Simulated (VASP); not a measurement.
**La: relaxation of cell and atoms with PBE**

The system is La.

```
CELL_PARAMETERS angstrom
-2.42483 2.42483 1.33366
2.42483 -2.42483 1.33366
2.42483 2.42483 -1.33366
ATOMIC_POSITIONS crystal
La 0.62500 0.87500 0.75000
La 0.37500 0.12500 0.25000
```

```
Program                : VASP 6.6.1
Task                   : relaxation of cell and atoms
Functional             : PBE
Potentials or basis    : VASP PAW PBE potentials, release 64 (La)
Cutoff                 : 600 eV
k mesh                 : 16 × 16 × 16
Occupations            : fermi-dirac, width 0.05 eV
Spin                   : no spin polarisation
Target pressure        : 130 GPa
Dipole correction      : no
Further INCAR settings : ALGO = Normal; EDIFF = 1e-06; IBRION = 2; EDIFFG = -0.005; NSW = 60; ISIF = 3
```

The relaxed volume is 16.14 Å³/atom. The relaxed cell is a = 3.715 Å, b = 3.715 Å, c = 3.715 Å, α = 97.55°, β = 97.55°, γ = 137.51° and the space group after relaxing (to 0.1 Å) is I4_1/amd (No. 141). The energy change on relaxing (the run minimises the enthalpy) is -396.5 meV/atom and the ionic steps are 9. The pressure after relaxing is 130.0 GPa. The band gap on the k mesh is zero (bands 11 and 12 overlap by 3.79 eV).

The path:
| step | energy change (eV) | largest force (eV/Å) | pressure (GPa) | volume (Å³) |
| --- | --- | --- | --- | --- |
| 1 | 0.0000 | 0.0000 | 146.01 | 31.37 |
| 2 | -4.4805 | 0.0000 | 57.64 | 39.03 |
| 3 | -0.8578 | 0.0000 | 128.61 | 32.37 |
| 4 | -0.7883 | 0.0000 | 129.98 | 32.28 |
| 5 | -0.7733 | 0.0000 | 130.26 | 32.26 |
| 6 | -0.7930 | 0.0000 | 130.16 | 32.29 |
| 7 | -0.7834 | 0.0000 | 130.20 | 32.28 |
| 8 | -0.8391 | 0.0000 | 129.05 | 32.35 |
| 9 | -0.7930 | 0.0000 | 130.02 | 32.29 |

Final structure:
```cif
data_structure
_symmetry_space_group_name_H-M 'P 1'
_symmetry_Int_Tables_number 1
_cell_length_a 3.7153
_cell_length_b 3.7153
_cell_length_c 3.7153
_cell_angle_alpha 97.546
_cell_angle_beta 97.546
_cell_angle_gamma 137.506
_cell_volume 32.29
loop_
_atom_site_label
_atom_site_type_symbol
_atom_site_fract_x
_atom_site_fract_y
_atom_site_fract_z
_atom_site_occupancy
La1 La 0.62500 0.87500 0.75000 1
La2 La 0.37500 0.12500 0.25000 1
```

Levels at points of the mesh, in eV from the Fermi level:
| k point | band 8 | band 9 | band 10 | band 11 | band 12 | band 13 | band 14 | band 15 |
| --- | --- | --- | --- | --- | --- | --- | --- | --- |
| (0.00, 0.00, 0.00) | -12.07 | -6.74 | -1.61 | -0.71 | -0.67 | 1.05 | 1.08 | 1.08 |
| (0.50, 0.00, 0.00) | -12.62 | -3.43 | -3.29 | -1.40 | 0.35 | 1.30 | 1.84 | 1.93 |
| (0.50, 0.50, 0.00) | -12.13 | -1.63 | -1.63 | -0.23 | -0.23 | 2.18 | 2.18 | 2.20 |
| (0.50, 0.50, 0.50) | -10.26 | -0.07 | -0.07 | 0.89 | 0.89 | 2.18 | 2.18 | 2.51 |

It took 44 min on 1 thread of Intel Xeon 8259CL, on a shared host, peak memory 0.35 GiB.

Caveat: the cell is relaxed towards a set pressure, so the run minimises the enthalpy, not the energy; spin-orbit coupling is left out, which moves the levels of the heavy elements.
